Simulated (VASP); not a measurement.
# Al2Pt (P4mm) in VASP: a series of runs, part 3 of 4

VASP 6.6.1. Earlier steps stand in the parts before.

**5. Relaxation of cell and atoms, PBE**

INCAR

```
PREC = Accurate
ENCUT = 600
EDIFF = 1E-6
ISMEAR = 0
SIGMA = 0.1
LREAL = F
LASPH = T
NELM = 80
ALGO = Fast
ISIF = 3
LWAVE = F
LCHARG = F
GGA = PE
IBRION = 2
NSW = 90
EDIFFG = -0.04
```

KPOINTS

```
Automatic mesh
0
Gamma
  4 4 4
```

POSCAR

```
Al2Pt
1.0
    4.0626934600      0.0000000000      0.0000000000
    0.0000000000      4.0626934600      0.0000000000
    0.0000000000      0.0000000000      5.8940972100
Al Pt
4 2
Direct
    0.5000000000      0.5000000000      0.1345703200
    0.0000000000      0.0000000000      0.2926600300
    0.5000000000      0.0000000000      0.9962351100
    0.0000000000      0.5000000000      0.9962351100
    0.5000000000      0.0000000000      0.4987484400
    0.0000000000      0.5000000000      0.4987484400
```

Potentials or basis: VASP PAW PBE potentials, release 64 (Al, Pt).

Started as:

```sh
$ cat potpaw_PBE.64/Al/POTCAR potpaw_PBE.64/Pt/POTCAR > POTCAR
$ mpirun -np 1 vasp_std > vasp.out
```

OUTCAR:

```text
PREC = Accurate
   ENCUT = 600
   EDIFF = 1E-6
   ISMEAR = 0
   LREAL = F
   LASPH = T
   NELM = 80
   ISIF = 3
   GGA = PE
   IBRION = 2
   NSW = 90
   EDIFFG = -0.04

 ion  position               nearest neighbor table
   1  0.500  0.500  0.135-   3 2.19   4 2.19   3 2.19   4 2.19   5 2.96   5 2.96   6 2.96   6 2.96
                             2 3.02   2 3.02   2 3.02   2 3.02
   2  0.000  0.000  0.293-   5 2.37   6 2.37   6 2.37   5 2.37   4 2.68   3 2.68   3 2.68   4 2.68
                             1 3.02   1 3.02   1 3.02   1 3.02
   3  0.500  0.000  0.996-   1 2.19   1 2.19   2 2.68   2 2.68   4 2.87   4 2.87   4 2.87   4 2.87
                             5 2.93   5 2.96
   4  0.000  0.500  0.996-   1 2.19   1 2.19   2 2.68   2 2.68   3 2.87   3 2.87   3 2.87   3 2.87
                             6 2.93   6 2.96
   5  0.500  0.000  0.499-   2 2.37   2 2.37   6 2.87   6 2.87   6 2.87   6 2.87   3 2.93   1 2.96
                             1 2.96   3 2.96
   6  0.000  0.500  0.499-   2 2.37   2 2.37   5 2.87   5 2.87   5 2.87   5 2.87   4 2.93   1 2.96
                             1 2.96   4 2.96

  LATTYP: Found a simple tetragonal cell.
 ALAT       =     4.0626934600
 C/A-ratio  =     1.4507856101

  Lattice vectors:

 A1 = (   4.0626934600,   0.0000000000,   0.0000000000)
 A2 = (   0.0000000000,   4.0626934600,   0.0000000000)
 A3 = (   0.0000000000,   0.0000000000,   5.8940972100)

Analysis of symmetry for initial positions (statically):
=====================================================================
 Subroutine PRICEL returns:
 Original cell was already a primitive cell.

 Routine SETGRP: Setting up the symmetry group for a
 simple tetragonal supercell.

 Subroutine GETGRP returns: Found  8 space group operations
 (whereof  8 operations were pure point group operations)
 out of a pool of 16 trial point group operations.

The static configuration has the point symmetry C_4v.

Analysis of symmetry for dynamics (positions and initial velocities):
[... 152 lines left out ...]
--------------------------------------- Ionic step        1  -------------------------------------------

 number of electron      32.0000000 magnetization

 Free energy of the ion-electron system (eV)
  ---------------------------------------------------
  ext. energy  EPLUGINS =         0.00000000
  ---------------------------------------------------
  free energy    TOTEN  =       -24.97126642 eV

  energy without entropy =      -24.95541612  energy(sigma->0) =      -24.96334127

------------------------ aborting loop because EDIFF is reached ----------------------------------------

  FORCE on cell =-STRESS in cart. coord.  units (eV):
  Direction    XX          YY          ZZ          XY          YZ          ZX
  --------------------------------------------------------------------------------------
  -------------------------------------------------------------------------------------
  Total       17.6559655     17.6559655      1.5111908      0.0000000      0.0000000     -0.0000000
  in kB      290.7747216    290.7747216     24.8876839      0.0000000      0.0000000     -0.0000000
  external PRESSURE =     202.1457090 kB  Pullay stress =       0.0000000 kB
[... 27 lines left out ...]
--------------------------------------- Ionic step        2  -------------------------------------------

 number of electron      31.9999994 magnetization

 E-fermi :   5.3327     XC(G=0):  -9.8467

 val. band max:        5.3271078534   @ k =   0.5000   0.5000   0.5000
 cond. band min:       5.3434857875   @ k =   0.2500   0.2500   0.5000
 fundamental gap:      0.0163779341
 Fermi energy:         5.3327162668

 k-point     1 :       0.0000    0.0000    0.0000
  band No.  band energies     occupation
      1      -3.6344      2.00000
      2      -0.0291      2.00000
      3       1.3565      2.00000
      4       1.6537      2.00000
      5       1.8665      2.00000
      6       1.8665      2.00000
[... 476 lines left out ...]
  FREE ENERGIE OF THE ION-ELECTRON SYSTEM (eV)
  ---------------------------------------------------
  free  energy   TOTEN  =       -27.7736464907 eV

  energy  without entropy=      -27.7594072459  energy(sigma->0) =      -27.76652687

[... ionic steps 4 to 18 ...]

--------------------------------------- Ionic step       19  -------------------------------------------

 number of electron      31.9999995 magnetization

------------------------ aborting loop because EDIFF is reached ----------------------------------------
[... 75 lines left out ...]
--------------------------------------- Ionic step       21  -------------------------------------------

 number of electron      31.9999994 magnetization

 Free energy of the ion-electron system (eV)
  ---------------------------------------------------
  ext. energy  EPLUGINS =         0.00000000
  ---------------------------------------------------
  free energy    TOTEN  =       -29.69159991 eV

  energy without entropy =      -29.68034250  energy(sigma->0) =      -29.68597121

 E-fermi :   8.3715     XC(G=0): -10.9279

 val. band max:        8.2726497153   @ k =   0.2500   0.2500   0.2500
 cond. band min:       8.3804525903   @ k =   0.5000   0.5000   0.2500
 fundamental gap:      0.1078028749
 Fermi energy:         8.3715495965

 k-point     1 :       0.0000    0.0000    0.0000
  band No.  band energies     occupation
      1      -2.4232      2.00000
      2       1.1659      2.00000
      3       2.2148      2.00000
      4       3.1118      2.00000
      5       3.1163      2.00000
      6       3.2746      2.00000
[... 436 lines left out ...]
  FREE ENERGIE OF THE ION-ELECTRON SYSTEM (eV)
  ---------------------------------------------------
  free  energy   TOTEN  =       -29.6915999117 eV

  energy  without entropy=      -29.6803425002  energy(sigma->0) =      -29.68597121

 reached required accuracy - stopping structural energy minimisation
```

CONTCAR:

```text
Al2Pt
   1.00000000000000
     4.1057571870260752   -0.0000000000000000    0.0000000000000000
    -0.0000000000000000    4.1057571870260752   -0.0000000000000000
     0.0000000000000000   -0.0000000000000000    5.9694053281242123
  Al              Pt
     4     2
Direct
     0.5000000000000000    0.5000000000000000    0.2611578571674460
     0.0000000000000000    0.0000000000000000    0.2611844576689362
     0.5000000000000000    0.0000000000000000    0.9311681636728200
     0.0000000000000000    0.5000000000000000    0.9311681636728200
     0.5000000000000000    0.0000000000000000    0.5162594039089905
     0.0000000000000000    0.5000000000000000    0.5162594039089905

  0.00000000E+00  0.00000000E+00  0.00000000E+00
  0.00000000E+00  0.00000000E+00  0.00000000E+00
  0.00000000E+00  0.00000000E+00  0.00000000E+00
  0.00000000E+00  0.00000000E+00  0.00000000E+00
  0.00000000E+00  0.00000000E+00  0.00000000E+00
  0.00000000E+00  0.00000000E+00  0.00000000E+00
```

Run time: 9.4 min. Hardware: 1 thread of Intel Xeon 6975P-C, shared host; peak memory 0.24 GiB.

What came out:

```yaml
Free_energy: -29.6916 eV
Relaxed_volume: 16.77 Å³/atom
Relaxed_cell: a = 4.106 Å, b = 4.106 Å, c = 5.969 Å, α = 90.00°, β = 90.00°, γ = 90.00°
Space_group_after_relaxing_to_0.05_Å: P4mm (No. 99)
Energy_gained_by_relaxing: 786.7 meV/atom
Ionic_steps: 21
Pressure_after_relaxing: 0.0 GPa
Largest_force_after_relaxing: 0.027 eV/Å
Band_gap_on_the_k_mesh: zero (band 16 reaches 9.47 eV, above the bottom of band 17 at 7.26 eV)
```

Forces in eV/Å, atoms in the order of the input:
```
Al   0.000  0.000 -0.025
Al   0.000  0.000 -0.027
Al   0.000  0.000  0.010
Al   0.000  0.000  0.010
Pt   0.000  0.000  0.016
Pt   0.000  0.000  0.016
```

Stress tensor (GPa, compression positive):
```
-0.14  0.00  0.00
 0.00 -0.14  0.00
 0.00  0.00  0.22
```

Step by step:
| step | energy change (eV) | largest force (eV/Å) | pressure (GPa) | volume (Å³) |
| --- | --- | --- | --- | --- |
| 1 | 0.0000 | 7.1062 | 20.21 | 97.28 |
| 2 | -2.4838 | 2.0325 | -14.05 | 128.41 |
| 3 | -2.8024 | 2.9501 | -9.31 | 117.99 |
| 4 | -4.0383 | 2.1719 | -2.10 | 106.78 |
| 5 | -4.1266 | 1.7130 | 3.16 | 102.85 |
| 6 | -4.1307 | 1.7796 | 2.29 | 103.42 |
| 7 | -4.4280 | 0.8452 | 1.33 | 104.29 |
| 8 | -4.5086 | 0.7302 | 1.27 | 104.98 |
| 9 | -4.5496 | 0.2550 | -2.38 | 107.53 |
| 10 | -4.5498 | 0.2895 | -2.12 | 107.34 |
| 11 | -4.5933 | 0.1685 | -1.61 | 105.88 |
| 12 | -4.6554 | 0.4857 | -0.31 | 102.39 |
| 13 | -4.6587 | 0.5441 | 0.70 | 100.66 |
| 14 | -4.6705 | 0.7122 | 0.58 | 99.86 |
| 15 | -4.6730 | 0.6240 | 0.56 | 100.09 |
| 16 | -4.6929 | 0.4932 | -0.16 | 100.68 |
| 17 | -4.7073 | 0.2656 | -1.31 | 101.72 |
| 18 | -4.7173 | 0.1749 | 0.34 | 100.48 |
| 19 | -4.7173 | 0.1743 | 0.30 | 100.51 |
| 20 | -4.7200 | 0.0682 | 0.06 | 100.59 |
| 21 | -4.7203 | 0.0266 | -0.02 | 100.63 |

Final structure:
```yaml
crystal:
  lattice:
    - [4.10576, 0.00000, 0.00000]
    - [0.00000, 4.10576, 0.00000]
    - [0.00000, 0.00000, 5.96941]
  atoms:
    - { symbol: Al, position: [0.50000, 0.50000, 0.26116] }
    - { symbol: Al, position: [0.00000, 0.00000, 0.26118] }
    - { symbol: Al, position: [0.50000, 0.00000, 0.93117] }
    - { symbol: Al, position: [0.00000, 0.50000, 0.93117] }
    - { symbol: Pt, position: [0.50000, 0.00000, 0.51626] }
    - { symbol: Pt, position: [0.00000, 0.50000, 0.51626] }
```

Caveat: the k points lie up to 0.38 Å⁻¹ apart in the final cell; spin-orbit coupling is left out, which moves the levels of the heavy elements.

(Continued in part 4 of 4.)
